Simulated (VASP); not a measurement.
# Cu (Fm-3m) in VASP: notebook

Aim: see how the results for Cu move with the level of theory and the settings. Levels: PBE, PBEsol. Tasks: single point.

Program: VASP 6.6.1. These are calculated values, not measurements. Logs are shortened: lines on timing, memory, paths and dates and some standing lists are left out, and cuts for length are marked.

**1. The cell of the first run**

The structure is cubic, space group Fm-3m (No. 225). The conventional cell has a = 3.685 Å, b = 3.685 Å, c = 3.685 Å, α = 90.00°, β = 90.00°, γ = 90.00°. Cu (site symmetry m-3m) has 12 Cu at 2.61 Å within 3.4 Å.

**2. Single point, PBE**

The input, INCAR:

```
SYSTEM = Cu
PREC = Accurate
ENCUT = 520
EDIFF = 1E-6
ISMEAR = -1
SIGMA = 0.06
LREAL = .FALSE.
LASPH = .TRUE.
NELM = 80
ALGO = Normal
ISIF = 2
LWAVE = .FALSE.
LCHARG = .FALSE.
GGA = PE
NBANDS = 12
```

The input, KPOINTS:

```
Automatic mesh
0
G
  12 12 12
  0 0 0
```

The input, POSCAR:

```
Cu
1.0
    0.0000000000      1.8426200000      1.8426200000
    1.8426200000      0.0000000000      1.8426200000
    1.8426200000      1.8426200000      0.0000000000
Cu
1
Direct
    0.0000000000      0.0000000000      0.0000000000
```

Potentials or basis: VASP PAW PBE potentials, release 64 (Cu).

Command:

```bash
> cat potpaw_PBE.64/Cu/POTCAR > POTCAR
> mpirun -np 1 vasp_std > vasp.out
```

OUTCAR:

```text
SYSTEM = Cu
   PREC = Accurate
   ENCUT = 520
   EDIFF = 1E-6
   ISMEAR = -1
   LREAL = .FALSE.
   LASPH = .TRUE.
   NELM = 80
   ISIF = 2
   GGA = PE

 ion  position               nearest neighbor table
   1  0.000  0.000  0.000-

  LATTYP: Found a face centered cubic cell.
 ALAT       =     3.6852400000

  Lattice vectors:

 A1 = (   0.0000000000,   1.8426200000,   1.8426200000)
 A2 = (   1.8426200000,   0.0000000000,   1.8426200000)
 A3 = (   1.8426200000,   1.8426200000,   0.0000000000)

Analysis of symmetry for initial positions (statically):
=====================================================================
 Subroutine PRICEL returns:
 Original cell was already a primitive cell.

 Routine SETGRP: Setting up the symmetry group for a
 face centered cubic supercell.

 Subroutine GETGRP returns: Found 48 space group operations
 (whereof 48 operations were pure point group operations)
 out of a pool of 48 trial point group operations.

The static configuration has the point symmetry O_h .

Analysis of symmetry for dynamics (positions and initial velocities):
=====================================================================
 Subroutine PRICEL returns:
 Original cell was already a primitive cell.

 Routine SETGRP: Setting up the symmetry group for a
 face centered cubic supercell.

 Subroutine GETGRP returns: Found 48 space group operations
 (whereof 48 operations were pure point group operations)
 out of a pool of 48 trial point group operations.

The dynamic configuration has the point symmetry O_h .

 Subroutine INISYM returns: Found 48 space group operations
 (whereof 48 operations are pure point group operations),
 and found     1 'primitive' translations

----------------------------------------------------------------------------------------

                                     Primitive cell

  volume of cell :      12.5123

  direct lattice vectors                    reciprocal lattice vectors
     0.000000000  1.842620000  1.842620000    -0.271352748  0.271352748  0.271352748
     1.842620000  0.000000000  1.842620000     0.271352748 -0.271352748  0.271352748
     1.842620000  1.842620000  0.000000000     0.271352748  0.271352748 -0.271352748

  length of vectors
     2.605858194  2.605858194  2.605858194     0.469996746  0.469996746  0.469996746

  position of ions in fractional coordinates (direct lattice)
     0.000000000  0.000000000  0.000000000

  ion indices of the primitive-cell ions
   primitive index   ion index
                 1           1

----------------------------------------------------------------------------------------

 KPOINTS: Automatic mesh

Automatic generation of k-mesh.
 Grid dimensions read from file:
 generate k-points for:   12   12   12

 Generating k-lattice:

  Cartesian coordinates                     Fractional coordinates (reciprocal lattice)
    -0.022612729  0.022612729  0.022612729     0.083333333  0.000000000  0.000000000
     0.022612729 -0.022612729  0.022612729     0.000000000  0.083333333  0.000000000
     0.022612729  0.022612729 -0.022612729     0.000000000  0.000000000  0.083333333

  Length of vectors
     0.039166395  0.039166395  0.039166395

  Shift w.r.t. Gamma in fractional coordinates (k-lattice)
     0.000000000  0.000000000  0.000000000

 Subroutine IBZKPT returns following result:
 ===========================================

 Found     72 irreducible k-points:

 Following reciprocal coordinates:
            Coordinates               Weight
  0.000000  0.000000  0.000000      1.000000
  0.083333  0.000000  0.000000      8.000000
  0.166667  0.000000  0.000000      8.000000
  0.250000  0.000000  0.000000      8.000000
  0.333333  0.000000  0.000000      8.000000
  0.416667  0.000000  0.000000      8.000000
[... 16 lines left out ...]
  0.500000  0.166667  0.000000     24.000000
 -0.416667  0.166667  0.000000     24.000000
 [... further k-points ...]
   k-points           NKPTS =     72   k-points in BZ     NKDIM =     72   number of bands    NBANDS=     12
   number of dos      NEDOS =    301   number of ions     NIONS =      1
   total plane-waves  NPLWV =   8000
   dimension x,y,z NGX =    20 NGY =   20 NGZ =   20
   dimension x,y,z NGXF=    40 NGYF=   40 NGZF=   40
   ions per type =               1
   NGX,Y,Z   is equivalent  to a cutoff of  12.76, 12.76, 12.76 a.u.
   NGXF,Y,Z  is equivalent  to a cutoff of  25.52, 25.52, 25.52 a.u.
 SYSTEM =  Cu
   PREC   = accura    normal or accurate (medium, high low for compatibility)
   ISTART =      0    job   : 0-new  1-cont  2-samecut
   ICHARG =      2    charge: 1-file 2-atom 10-const
   ISPIN  =      1    spin polarized calculation?
   LNONCOLLINEAR =      F non collinear calculations
   LSORBIT =      F    spin-orbit coupling
   LASPH  =      T    aspherical Exc in radial PAW
   ENCUT  =  520.0 eV  38.22 Ry    6.18 a.u.   4.85  4.85  4.85*2*pi/ulx,y,z
   NELM   =     80;   NELMIN=  2; NELMDL= -5     # of ELM steps
   EDIFF  = 0.1E-05   stopping-criterion for ELM
   LREAL  =      F    real-space projection
   EDIFFG = 0.1E-04   stopping-criterion for IOM
   NSW    =      0    number of steps for IOM
   IBRION =     -1    ionic relax: 0-MD 1-quasi-New 2-CG
   NFREE  =      0    steps in history (QN), initial steepest desc. (CG)
   ISIF   =      2    stress and relaxation
   ISYM   =      2    0-nonsym 1-usesym 2-fastsym
   POTIM  = 0.5000    time-step for ionic-motion
   TEBEG  =    0.0;   TEEND  =   0.0 temperature during run
   PSTRESS=    0.0 pullay stress
   NELECT =      11.0000    total number of electrons
   NUPDOWN=      -1.0000    fix difference up-down
   EMIN   =  10.00;   EMAX   =-10.00  energy-range for DOS
   EFERMI =   0.00;   METHOD = LEGACY
   ISMEAR =    -1;   SIGMA  =   0.06  broadening in eV -4-tet -1-fermi 0-gaus
   EFERMI_NEDOS =   21; number of points for ismear=-14 and -15
   IALGO  =     38    algorithm
   IMIX   =      4    mixing-type and parameters
     AMIX     =   0.40;   BMIX     =  1.00
     AMIX_MAG =   1.60;   BMIX_MAG =  1.00
  volume/ion in A,a.u.               =      12.51        84.44
  Fermi-wavevector in a.u.,A,eV,Ry     =   1.568291  2.963640 33.464022  2.459536
  Thomas-Fermi vector in A             =   2.670344
   LORBIT       =      0    0 simple, 1 ext, 2 COOP (PROOUT), +10 PAW based schemes
   GGA     = PE    functional components
   LHFCALC =     F    Hartree Fock is set to
   AEXX    =    0.0000 exact exchange contribution
   IVDW    =     0    specifies the selected vdW correction
   LEPSILON=     F    determine dielectric tensor
   LRPA    =     F    only Hartree local field effects (RPA)
 non-spin polarized calculation
  energy-cutoff  :      520.00
  volume of cell :       12.51
 maximum number of plane-waves:       347
   NGX =  9   NGY =  9   NGZ =  9

 number of electron      10.9999987 magnetization

 Free energy of the ion-electron system (eV)
  ---------------------------------------------------
  ext. energy  EPLUGINS =         0.00000000
  ---------------------------------------------------
  free energy    TOTEN  =        -3.71754354 eV

  energy without entropy =       -3.71293536  energy(sigma->0) =       -3.71523945

 E-fermi :   6.8028     XC(G=0): -12.3951

 val. band max:        6.7805985105   @ k =   0.5000   0.3333   0.1667
 cond. band min:       6.8364221300   @ k =   0.4167   0.4167   0.0000
 fundamental gap:      0.0558236195
 Fermi energy:         6.8028184906

 k-point     1 :       0.0000    0.0000    0.0000
  band No.  band energies     occupation
      1      -2.0297      2.00000
      2       4.0302      2.00000
      3       4.0302      2.00000
      4       4.0302      2.00000
      5       4.7814      2.00000
      6       4.7814      2.00000
      7      29.0210      0.00000
      8      31.2221      0.00000
      9      31.2222      0.00000
     10      31.2222      0.00000
     11      33.6814      0.00000
     12      33.6814      0.00000

 k-point     2 :       0.0833    0.0000    0.0000
  band No.  band energies     occupation
      1      -1.7876      2.00000
      2       3.9830      2.00000
      3       4.0726      2.00000
      4       4.0726      2.00000
      5       4.7658      2.00000
      6       4.7658      2.00000
      7      27.1351      0.00000
      8      29.7001      0.00000
      9      30.5416      0.00000
     10      30.5416      0.00000
     11      34.7146      0.00000
     12      34.7146      0.00000

 k-point     3 :       0.1667    0.0000    0.0000
  band No.  band energies     occupation
      1      -1.0798      2.00000
      2       3.8730      2.00000
      3       4.1572      2.00000
      4       4.1572      2.00000
      5       4.7588      2.00000
      6       4.7588      2.00000
      7      22.9497      0.00000
      8      29.3441      0.00000
      9      29.5770      0.00000
     10      29.5770      0.00000
     11      35.5654      0.00000
     12      36.1122      0.00000
[... 286 lines left out ...]
 k-point    23 :       0.5000    0.1667    0.0000
  band No.  band energies     occupation
      1       2.5250      2.00000
      2       3.6757      2.00000
      3       4.1185      2.00000
      4       4.2977      2.00000
      5       5.3192      2.00000
      6       7.3516      0.00021
      7      11.6362      0.00000
      8      22.0822      0.00000
      9      24.3449      0.00000
     10      26.5466      0.00000
     11      35.9930      0.00000
     12      36.4519      0.00000

 k-point    24 :      -0.4167    0.1667    0.0000
  band No.  band energies     occupation
      1       2.5795      2.00000
      2       3.7159      2.00000
      3       4.2033      2.00000
      4       4.2659      2.00000
      5       5.2129      2.00000
      6       7.8747      0.00000
      7      10.9422      0.00000
      8      21.1008      0.00000
      9      25.3294      0.00000
     10      26.9863      0.00000
     11      35.1217      0.00000
     12      35.9372      0.00000

 [... further k-points ...]
[... 5 lines left out ...]
  --------------------------------------------------------------------------------------
  -------------------------------------------------------------------------------------
  Total       -0.4025675     -0.4025675     -0.4025675      0.0000000      0.0000000      0.0000000
  in kB      -51.5480201    -51.5480201    -51.5480201      0.0000000      0.0000000      0.0000000
  external PRESSURE =     -51.5480201 kB  Pullay stress =       0.0000000 kB

 VOLUME and BASIS-vectors are now :
 -----------------------------------------------------------------------------
  energy-cutoff  :      520.00
  volume of cell :       12.51
      direct lattice vectors                 reciprocal lattice vectors
     0.000000000  1.842620000  1.842620000    -0.271352748  0.271352748  0.271352748
     1.842620000  0.000000000  1.842620000     0.271352748 -0.271352748  0.271352748
     1.842620000  1.842620000  0.000000000     0.271352748  0.271352748 -0.271352748

 POSITION                                       TOTAL-FORCE (eV/Angst)
 -----------------------------------------------------------------------------------
      0.00000      0.00000      0.00000        -0.000000     -0.000000      0.000000
 -----------------------------------------------------------------------------------
    total drift:                                0.000000      0.000000      0.000000

  FREE ENERGIE OF THE ION-ELECTRON SYSTEM (eV)
  ---------------------------------------------------
  free  energy   TOTEN  =        -3.7175435401 eV

  energy  without entropy=       -3.7129353596  energy(sigma->0) =       -3.71523945
```

Wall time 4.8 s (1 thread of Intel Xeon 6975P-C, shared host); peak memory 0.13 GiB.

Results:

```yaml
Free_energy: -3.7175 eV
Pressure: -5.2 GPa
```

Levels at points of the mesh, in eV from the Fermi level:
```tsv
k point	band 2	band 3	band 4	band 5	band 6	band 7	band 8	band 9	band 10	band 11
(0.00, 0.00, 0.00)	-2.77	-2.77	-2.77	-2.02	-2.02	22.22	24.42	24.42	24.42	26.88
(0.50, 0.00, 0.00)	-2.80	-2.80	-1.50	-1.50	-0.75	3.56	20.74	21.27	21.27	24.35
(0.50, 0.50, 0.00)	-4.05	-1.52	-1.37	-1.37	1.63	6.80	12.73	12.73	17.08	19.42
```

**3. Single point, PBEsol**

The input, INCAR:

```
  PREC = Accurate
  ENCUT = 520
  EDIFF = 1E-6
  ISMEAR = -1
  SIGMA = 0.06
  LREAL = False
  LASPH = True
  NELM = 60
  ALGO = Normal
  ISIF = 2
  LWAVE = False
  LCHARG = False
  GGA = PS
  NBANDS = 12
```

The input, KPOINTS:

```
Automatic mesh
0
Gamma
  12 12 12
```

POSCAR is that of step 2.

Potentials or basis: VASP PAW PBE potentials, release 64 (Cu).

Command:

```bash
> cat potpaw_PBE.64/Cu/POTCAR > POTCAR
> mpirun -np 1 vasp_std > vasp.out
```

Wall time 6 s (1 thread of Intel Xeon 6975P-C, shared host); peak memory 0.13 GiB.

Results (log left out):

- Free energy: -4.2579 eV
- Pressure: -12.5 GPa

Levels at points of the mesh, in eV from the Fermi level:
```tsv
k point	band 2	band 3	band 4	band 5	band 6	band 7	band 8	band 9	band 10	band 11
(0.00, 0.00, 0.00)	-2.76	-2.76	-2.76	-2.00	-2.00	22.22	24.39	24.39	24.39	26.84
(0.50, 0.00, 0.00)	-2.79	-2.79	-1.48	-1.48	-0.77	3.55	20.74	21.23	21.23	24.32
(0.50, 0.50, 0.00)	-4.04	-1.49	-1.35	-1.35	1.60	6.80	12.69	12.69	17.07	19.41
```

Caveat: the PAW data sets were made with another functional, which shifts forces and pressure a little.
